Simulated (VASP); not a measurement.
# Si2W (I4/mmm) in VASP: a series of runs

The runs below take Si2W through single point, with PBEsol.

Everything below comes from runs of VASP 6.6.1. Logs are shortened: lines on timing, memory, paths and dates and some standing lists are left out, and cuts for length are marked.

### 1 The cell of the first run

The structure is tetragonal, space group I4/mmm (No. 139). The conventional cell has a = 3.166 Å, b = 3.166 Å, c = 8.167 Å, α = 90.00°, β = 90.00°, γ = 90.00°. Within 3.4 Å of Si (site symmetry 4mm) lie 5 W at 2.61 to 2.74 Å and 9 Si at 2.64 to 3.17 Å. W (site symmetry 4/mmm) has 10 Si at 2.61 to 2.74 Å and 4 W at 3.17 Å within 3.4 Å.

### 2 Single point, PBEsol (uniaxial strain along c: +4.5 %)

File INCAR:

```
PREC = Accurate
ENCUT = 520
EDIFF = 1E-6
ISMEAR = 0
SIGMA = 0.1
LREAL = F
LASPH = T
NELM = 80
ALGO = Normal
ISIF = 2
LWAVE = F
LCHARG = F
GGA = PS
NBANDS = 31
```

File KPOINTS:

```
regular mesh
0
Gamma
  12 12 6
```

File POSCAR:

```
Si2W
1.0
    3.1664714422      0.0000000000      0.0000000000
    0.0000000000      3.1664714422      0.0000000000
    0.0000000000      0.0000000000      8.1674404931
Si W
4 2
Direct
    0.0000000000      0.0000000000      0.3350990333
    0.5000000000      0.5000000000      0.1649009667
    0.5000000000      0.5000000000      0.8350990333
    0.0000000000      0.0000000000      0.6649009667
    0.0000000000      0.0000000000      0.0000000000
    0.5000000000      0.5000000000      0.5000000000
```

Potentials or basis: VASP PAW PBE potentials, release 64 (Si, W_sv).

Command:

```
cat potpaw_PBE.64/Si/POTCAR potpaw_PBE.64/W_sv/POTCAR > POTCAR
mpirun -np 1 vasp_std > vasp.out
```

OUTCAR:

```text
PREC = Accurate
   ENCUT = 520
   EDIFF = 1E-6
   ISMEAR = 0
   LREAL = F
   LASPH = T
   NELM = 80
   ISIF = 2
   GGA = PS

 ion  position               nearest neighbor table
   1  0.000  0.000  0.335-   6 2.61   6 2.61   6 2.61   6 2.61   2 2.64   2 2.64   2 2.64   2 2.64
                             4 2.69   5 2.74
   2  0.500  0.500  0.165-   5 2.61   5 2.61   5 2.61   5 2.61   1 2.64   1 2.64   1 2.64   1 2.64
                             3 2.69   6 2.74
   3  0.500  0.500  0.835-   5 2.61   5 2.61   5 2.61   5 2.61   4 2.64   4 2.64   4 2.64   4 2.64
                             2 2.69   6 2.74
   4  0.000  0.000  0.665-   6 2.61   6 2.61   6 2.61   6 2.61   3 2.64   3 2.64   3 2.64   3 2.64
                             1 2.69   5 2.74
   5  0.000  0.000  0.000-   2 2.61   3 2.61   2 2.61   3 2.61   2 2.61   3 2.61   2 2.61   3 2.61
                             1 2.74   4 2.74
   6  0.500  0.500  0.500-   1 2.61   4 2.61   1 2.61   4 2.61   1 2.61   4 2.61   1 2.61   4 2.61
                             3 2.74   2 2.74

  LATTYP: Found a simple tetragonal cell.
 ALAT       =     3.1664714422
 C/A-ratio  =     2.5793507512

  Lattice vectors:

 A1 = (   3.1664714422,   0.0000000000,   0.0000000000)
 A2 = (   0.0000000000,   3.1664714422,   0.0000000000)
 A3 = (   0.0000000000,   0.0000000000,   8.1674404931)

Analysis of symmetry for initial positions (statically):
=====================================================================
 Subroutine PRICEL returns following result:

  LATTYP: Found a body centered tetragonal cell.
 ALAT       =     3.1664714422
 C/A-ratio  =     2.5793507512

  Lattice vectors:

 A1 = (  -1.5832357211,   1.5832357211,   4.0837202466)
 A2 = (   1.5832357211,  -1.5832357211,   4.0837202466)
 A3 = (   1.5832357211,   1.5832357211,  -4.0837202466)

   2 primitive cells build up your supercell.

 Routine SETGRP: Setting up the symmetry group for a
 simple tetragonal supercell.

 Subroutine GETGRP returns: Found 16 space group operations
 (whereof 16 operations were pure point group operations)
 out of a pool of 16 trial point group operations.

The static configuration has the point symmetry D_4h.

Analysis of symmetry for dynamics (positions and initial velocities):
=====================================================================
 Subroutine PRICEL returns following result:

  LATTYP: Found a body centered tetragonal cell.
 ALAT       =     3.1664714422
 C/A-ratio  =     2.5793507512

[... 119 lines left out ...]
   EDIFFG = 0.1E-04   stopping-criterion for IOM
   NSW    =      0    number of steps for IOM
   IBRION =     -1    ionic relax: 0-MD 1-quasi-New 2-CG
   NFREE  =      0    steps in history (QN), initial steepest desc. (CG)
   ISIF   =      2    stress and relaxation
   ISYM   =      2    0-nonsym 1-usesym 2-fastsym
   POTIM  = 0.5000    time-step for ionic-motion
   TEBEG  =    0.0;   TEEND  =   0.0 temperature during run
   PSTRESS=    0.0 pullay stress
   NELECT =      44.0000    total number of electrons
   NUPDOWN=      -1.0000    fix difference up-down
   EMIN   =  10.00;   EMAX   =-10.00  energy-range for DOS
   EFERMI =   0.00;   METHOD = LEGACY
   ISMEAR =     0;   SIGMA  =   0.10  broadening in eV -4-tet -1-fermi 0-gaus
   EFERMI_NEDOS =   21; number of points for ismear=-14 and -15
   IALGO  =     38    algorithm
   IMIX   =      4    mixing-type and parameters
     AMIX     =   0.40;   BMIX     =  1.00
     AMIX_MAG =   1.60;   BMIX_MAG =  1.00
  volume/ion in A,a.u.               =      13.65        92.10
  Fermi-wavevector in a.u.,A,eV,Ry     =   1.330904  2.515044 24.100068  1.771305
  Thomas-Fermi vector in A             =   2.459955
   LORBIT       =      0    0 simple, 1 ext, 2 COOP (PROOUT), +10 PAW based schemes
   GGA     = PS    functional components
   LHFCALC =     F    Hartree Fock is set to
   AEXX    =    0.0000 exact exchange contribution
   IVDW    =     0    specifies the selected vdW correction
   LEPSILON=     F    determine dielectric tensor
   LRPA    =     F    only Hartree local field effects (RPA)
 non-spin polarized calculation
 Gauss-broadening in eV      SIGMA  =   0.10
  energy-cutoff  :      520.00
  volume of cell :       81.89
 maximum number of plane-waves:      2240
 NGX is ok and might be reduce to    24
   NGX = 11   NGY = 11   NGZ = 31

 number of electron      43.9999996 magnetization

 Free energy of the ion-electron system (eV)
  ---------------------------------------------------
  ext. energy  EPLUGINS =         0.00000000
  ---------------------------------------------------
  free energy    TOTEN  =       -53.05065190 eV

  energy without entropy =      -53.04683172  energy(sigma->0) =      -53.04874181

 E-fermi :  11.7873     XC(G=0): -12.5508

 val. band max:       11.6920352908   @ k =   0.5000   0.4167   0.5000
 cond. band min:      11.8113867251   @ k =   0.0833   0.0000   0.1667
 fundamental gap:      0.1193514343
 Fermi energy:        11.7872745228

 k-point     1 :       0.0000    0.0000    0.0000
  band No.  band energies     occupation
      1     -62.1211      2.00000
      2     -62.1211      2.00000
      3     -26.4304      2.00000
      4     -26.4182      2.00000
      5     -26.3164      2.00000
      6     -26.3164      2.00000
[... 805 lines left out ...]
     30      15.5778      0.00000
     31      16.9188      0.00000

 [... further k-points ...]

------------------------ aborting loop because EDIFF is reached ----------------------------------------

  FORCE on cell =-STRESS in cart. coord.  units (eV):
  Direction    XX          YY          ZZ          XY          YZ          ZX
  --------------------------------------------------------------------------------------
  -------------------------------------------------------------------------------------
  Total        1.1715984      1.1715984     -9.4038381      0.0000000      0.0000000      0.0000000
  in kB       22.9219841     22.9219841   -183.9833816      0.0000000      0.0000000      0.0000000
  external PRESSURE =     -46.0464711 kB  Pullay stress =       0.0000000 kB

 VOLUME and BASIS-vectors are now :
 -----------------------------------------------------------------------------
  energy-cutoff  :      520.00
  volume of cell :       81.89
      direct lattice vectors                 reciprocal lattice vectors
     3.166471442  0.000000000  0.000000000     0.315808943  0.000000000  0.000000000
     0.000000000  3.166471442  0.000000000     0.000000000  0.315808943  0.000000000
     0.000000000  0.000000000  8.167440493     0.000000000  0.000000000  0.122437378

 POSITION                                       TOTAL-FORCE (eV/Angst)
 -----------------------------------------------------------------------------------
      0.00000      0.00000      2.73690        -0.000000     -0.000000      0.048830
      1.58324      1.58324      1.34682         0.000000      0.000000     -0.048830
      1.58324      1.58324      6.82062        -0.000000     -0.000000      0.048830
      0.00000      0.00000      5.43054         0.000000      0.000000     -0.048830
      0.00000      0.00000      0.00000        -0.000000     -0.000000     -0.000000
      1.58324      1.58324      4.08372         0.000000      0.000000     -0.000000
 -----------------------------------------------------------------------------------
    total drift:                                0.000000      0.000000     -0.000000

  FREE ENERGIE OF THE ION-ELECTRON SYSTEM (eV)
  ---------------------------------------------------
  free  energy   TOTEN  =       -53.0506518983 eV

  energy  without entropy=      -53.0468317211  energy(sigma->0) =      -53.04874181
```

OSZICAR:

```text
N       E                     dE             d eps       ncg     rms          rms(c)
DAV:   1     0.358399450600E+03    0.35840E+03   -0.22180E+04  7096   0.144E+03
DAV:   2    -0.363168127574E+02   -0.39472E+03   -0.38070E+03  7502   0.403E+02
DAV:   3    -0.545032433264E+02   -0.18186E+02   -0.17666E+02  8972   0.781E+01
DAV:   4    -0.548178402663E+02   -0.31460E+00   -0.31265E+00  8498   0.968E+00
DAV:   5    -0.548220776424E+02   -0.42374E-02   -0.42359E-02  8424   0.127E+00    0.357E+01
DAV:   6    -0.533221061405E+02    0.15000E+01   -0.65928E+00  8193   0.151E+01    0.123E+01
DAV:   7    -0.531099345611E+02    0.21217E+00   -0.83476E-01  7911   0.413E+00    0.590E+00
DAV:   8    -0.530525660727E+02    0.57368E-01   -0.14625E-01  8416   0.236E+00    0.501E-01
DAV:   9    -0.530512015899E+02    0.13645E-02   -0.64444E-03  8750   0.422E-01    0.310E-01
DAV:  10    -0.530507484389E+02    0.45315E-03   -0.22214E-03  8457   0.327E-01    0.131E-01
DAV:  11    -0.530506518855E+02    0.96553E-04   -0.45632E-04  8433   0.134E-01    0.384E-02
DAV:  12    -0.530506532866E+02   -0.14011E-05   -0.10540E-05  7780   0.184E-02    0.142E-02
DAV:  13    -0.530506521146E+02    0.11719E-05   -0.14002E-06  5553   0.877E-03    0.323E-03
DAV:  14    -0.530506518983E+02    0.21632E-06   -0.25535E-07  4354   0.326E-03
   1 F= -.53050652E+02 E0= -.53048742E+02  d E =-.382018E-02
```

stdout:

```text
POSCAR found type information on POSCAR SiW
 POSCAR found :  2 types and       6 ions
 scaLAPACK will be used
 -----------------------------------------------------------------------------
|                                                                             |
|                                                                             |
|     You enforced a specific xc type in the INCAR file but a different       |
|     I HOPE YOU KNOW WHAT YOU ARE DOING!                                     |
|                                                                             |
 -----------------------------------------------------------------------------

 LDA part: xc-table for (Slater+PW92), standard interpolation
 POSCAR, INCAR and KPOINTS ok, starting setup
 FFT: planning ... GRIDC
 FFT: planning ... GRID_SOFT
 FFT: planning ... GRID
 WAVECAR not read
 entering main loop
```

Run time: 2.9 min. Hardware: 1 thread of Intel Xeon Platinum 8375C at 2.90GHz (Ice Lake), shared host; peak memory 0.34 GiB.

Results:

```
Free energy            : -53.0507 eV
Pressure               : -4.6 GPa
Largest force          : 0.049 eV/Å
Band gap on the k mesh : zero (bands 22 and 23 overlap by 1.27 eV)
```

Forces on the atoms (eV/Å):
```
Si   0.000  0.000  0.049
Si   0.000  0.000 -0.049
Si   0.000  0.000  0.049
Si   0.000  0.000 -0.049
W    0.000  0.000  0.000
W    0.000  0.000  0.000
```

Stress tensor (GPa, compression positive):
```
  2.29   0.00   0.00
  0.00   2.29   0.00
  0.00   0.00 -18.40
```

Caveat: the cell differs from its parent crystal (uniaxial strain along c: +4.5 %); the cell stands under tension; the PAW data sets were made with another functional, which shifts forces and pressure a little; spin-orbit coupling is left out, which moves the levels of the heavy elements.

### 3 Single point, PBEsol (uniaxial strain along c: +4.5 %, then relaxed in part)

File INCAR:

```
  PREC = Accurate
  ENCUT = 520
  EDIFF = 1E-7
  ISMEAR = 0
  SIGMA = 0.1
  LREAL = False
  LASPH = True
  NELM = 60
  ALGO = Normal
  ISIF = 2
  LWAVE = False
  LCHARG = True
  GGA = PS
  LELF = True
  LVHAR = True
  NBANDS = 31
```

File KPOINTS:

```
Automatic mesh
0
Gamma
  12 12 6
```

File POSCAR:

```
Si2W
1.0
    3.1780212525      0.0000000000      0.0000000000
    0.0000000000      3.1780212525      0.0000000000
    0.0000000000      0.0000000000      8.1674404931
Si W
4 2
Direct
    0.0000000000      0.0000000000      0.3356395504
    0.5000000000      0.5000000000      0.1643604496
    0.5000000000      0.5000000000      0.8356395504
    0.0000000000      0.0000000000      0.6643604496
    0.0000000000      0.0000000000      0.0000000000
    0.5000000000      0.5000000000      0.5000000000
```

Potentials or basis: VASP PAW PBE potentials, release 64 (Si, W_sv).

Command:

```
cat potpaw_PBE.64/Si/POTCAR potpaw_PBE.64/W_sv/POTCAR > POTCAR
mpirun -np 1 vasp_std > vasp.out
```

OUTCAR:

```text
PREC = Accurate
   ENCUT = 520
   EDIFF = 1E-7
   ISMEAR = 0
   LREAL = False
   LASPH = True
   NELM = 60
   ISIF = 2
   GGA = PS

 ion  position               nearest neighbor table
   1  0.000  0.000  0.336-   6 2.62   6 2.62   6 2.62   6 2.62   2 2.65   2 2.65   2 2.65   2 2.65
                             4 2.68   5 2.74
   2  0.500  0.500  0.164-   5 2.62   5 2.62   5 2.62   5 2.62   1 2.65   1 2.65   1 2.65   1 2.65
                             3 2.68   6 2.74
   3  0.500  0.500  0.836-   5 2.62   5 2.62   5 2.62   5 2.62   4 2.65   4 2.65   4 2.65   4 2.65
                             2 2.68   6 2.74
   4  0.000  0.000  0.664-   6 2.62   6 2.62   6 2.62   6 2.62   3 2.65   3 2.65   3 2.65   3 2.65
                             1 2.68   5 2.74
   5  0.000  0.000  0.000-   2 2.62   3 2.62   2 2.62   3 2.62   2 2.62   3 2.62   2 2.62   3 2.62
                             1 2.74   4 2.74
   6  0.500  0.500  0.500-   1 2.62   4 2.62   1 2.62   4 2.62   1 2.62   4 2.62   1 2.62   4 2.62
                             3 2.74   2 2.74

  LATTYP: Found a simple tetragonal cell.
 ALAT       =     3.1780212525
 C/A-ratio  =     2.5699766755

  Lattice vectors:

 A1 = (   3.1780212525,   0.0000000000,   0.0000000000)
 A2 = (   0.0000000000,   3.1780212525,   0.0000000000)
[... 209 lines left out ...]
  band No.  band energies     occupation
      1     -62.2430      2.00000
      2     -62.2430      2.00000
      3     -26.5394      2.00000
      4     -26.5276      2.00000
      5     -26.4404      2.00000
      6     -26.4404      2.00000
[... 805 lines left out ...]
     30      15.4940      0.00000
     31      16.7429      0.00000

 [... further k-points ...]

------------------------ aborting loop because EDIFF is reached ----------------------------------------

  FORCE on cell =-STRESS in cart. coord.  units (eV):
  Direction    XX          YY          ZZ          XY          YZ          ZX
  --------------------------------------------------------------------------------------
  -------------------------------------------------------------------------------------
  Total        0.1759032      0.1759032     -9.6719022      0.0000000      0.0000000      0.0000000
  in kB        3.4165257      3.4165257   -187.8550626      0.0000000      0.0000000      0.0000000
  external PRESSURE =     -60.3406704 kB  Pullay stress =       0.0000000 kB

 VOLUME and BASIS-vectors are now :
 -----------------------------------------------------------------------------
  energy-cutoff  :      520.00
  volume of cell :       82.49
      direct lattice vectors                 reciprocal lattice vectors
     3.178021252  0.000000000  0.000000000     0.314661206  0.000000000  0.000000000
     0.000000000  3.178021252  0.000000000     0.000000000  0.314661206  0.000000000
     0.000000000  0.000000000  8.167440493     0.000000000  0.000000000  0.122437378

 POSITION                                       TOTAL-FORCE (eV/Angst)
 -----------------------------------------------------------------------------------
      0.00000      0.00000      2.74132         0.000000      0.000000     -0.007873
      1.58901      1.58901      1.34240        -0.000000     -0.000000      0.007873
      1.58901      1.58901      6.82504         0.000000      0.000000     -0.007873
      0.00000      0.00000      5.42612        -0.000000     -0.000000      0.007873
      0.00000      0.00000      0.00000         0.000000     -0.000000      0.000000
      1.58901      1.58901      4.08372        -0.000000      0.000000      0.000000
 -----------------------------------------------------------------------------------
    total drift:                                0.000000      0.000000     -0.000000

  FREE ENERGIE OF THE ION-ELECTRON SYSTEM (eV)
  ---------------------------------------------------
  free  energy   TOTEN  =       -53.0560651556 eV

  energy  without entropy=      -53.0525586241  energy(sigma->0) =      -53.05431189
```

OSZICAR:

```text
N       E                     dE             d eps       ncg     rms          rms(c)
DAV:   1     0.358849410326E+03    0.35885E+03   -0.22083E+04  7144   0.144E+03
DAV:   2    -0.360620231216E+02   -0.39491E+03   -0.38080E+03  7537   0.403E+02
DAV:   3    -0.545131055568E+02   -0.18451E+02   -0.17863E+02  8953   0.783E+01
DAV:   4    -0.548349103500E+02   -0.32180E+00   -0.32017E+00  8493   0.979E+00
DAV:   5    -0.548391543769E+02   -0.42440E-02   -0.42428E-02  8540   0.127E+00    0.353E+01
DAV:   6    -0.533262910902E+02    0.15129E+01   -0.66883E+00  8217   0.152E+01    0.121E+01
DAV:   7    -0.531152230203E+02    0.21107E+00   -0.83629E-01  7947   0.413E+00    0.585E+00
DAV:   8    -0.530579544417E+02    0.57269E-01   -0.14546E-01  8429   0.235E+00    0.495E-01
DAV:   9    -0.530566148361E+02    0.13396E-02   -0.65759E-03  8657   0.422E-01    0.308E-01
DAV:  10    -0.530561576879E+02    0.45715E-03   -0.21713E-03  8579   0.322E-01    0.123E-01
DAV:  11    -0.530560654034E+02    0.92284E-04   -0.43195E-04  8362   0.129E-01    0.378E-02
DAV:  12    -0.530560666979E+02   -0.12944E-05   -0.10462E-05  8714   0.183E-02    0.145E-02
DAV:  13    -0.530560653670E+02    0.13309E-05   -0.18282E-06  8671   0.942E-03    0.311E-03
DAV:  14    -0.530560651662E+02    0.20083E-06   -0.13172E-07  6030   0.240E-03    0.392E-04
DAV:  15    -0.530560651556E+02    0.10595E-07   -0.13339E-08  4494   0.809E-04
   1 F= -.53056065E+02 E0= -.53054312E+02  d E =-.350653E-02
```

Run time: 3.5 min. Hardware: 1 thread of Intel Xeon Platinum 8375C at 2.90GHz (Ice Lake), shared host; peak memory 0.34 GiB.

What came out:

```yaml
Free_energy: -53.0561 eV
Pressure: -6.0 GPa
Largest_force: 0.008 eV/Å
Band_gap_on_the_k_mesh: zero (bands 22 and 23 overlap by 1.21 eV)
```

Forces on the atoms (eV/Å):
```
Si   0.000  0.000 -0.008
Si   0.000  0.000  0.008
Si   0.000  0.000 -0.008
Si   0.000  0.000  0.008
W    0.000  0.000  0.000
W    0.000  0.000  0.000
```

Levels at points of the mesh, in eV from the Fermi level:
| k point | band 18 | band 19 | band 20 | band 21 | band 22 | band 23 | band 24 | band 25 | band 26 | band 27 |
| --- | --- | --- | --- | --- | --- | --- | --- | --- | --- | --- |
| (0.00, 0.00, 0.00) | -2.51 | -0.63 | -0.63 | -0.52 | -0.52 | 0.80 | 0.92 | 2.94 | 2.97 | 3.28 |
| (0.50, 0.00, 0.00) | -3.21 | -2.54 | -2.54 | -0.51 | -0.51 | 1.83 | 1.83 | 3.02 | 3.02 | 3.38 |
| (0.50, 0.50, 0.00) | -4.89 | -3.61 | -3.61 | -1.80 | -1.80 | 2.22 | 2.22 | 2.94 | 2.94 | 3.07 |
| (0.00, 0.00, 0.50) | -2.07 | -2.07 | -2.07 | 0.86 | 0.86 | 1.43 | 1.43 | 1.59 | 1.59 | 1.59 |
| (0.50, 0.00, 0.50) | -2.90 | -2.57 | -2.57 | -0.34 | -0.34 | 2.80 | 2.80 | 3.04 | 3.04 | 3.24 |
| (0.50, 0.50, 0.50) | -3.16 | -2.63 | -2.63 | -2.63 | -2.63 | -0.35 | -0.35 | 3.07 | 3.07 | 3.61 |

Caveat: the cell differs from its parent crystal (uniaxial strain along c: +4.5 %, then relaxed in part); the cell stands under tension; the PAW data sets were made with another functional, which shifts forces and pressure a little; spin-orbit coupling is left out, which moves the levels of the heavy elements.

(Continued in part 2 of 2.)
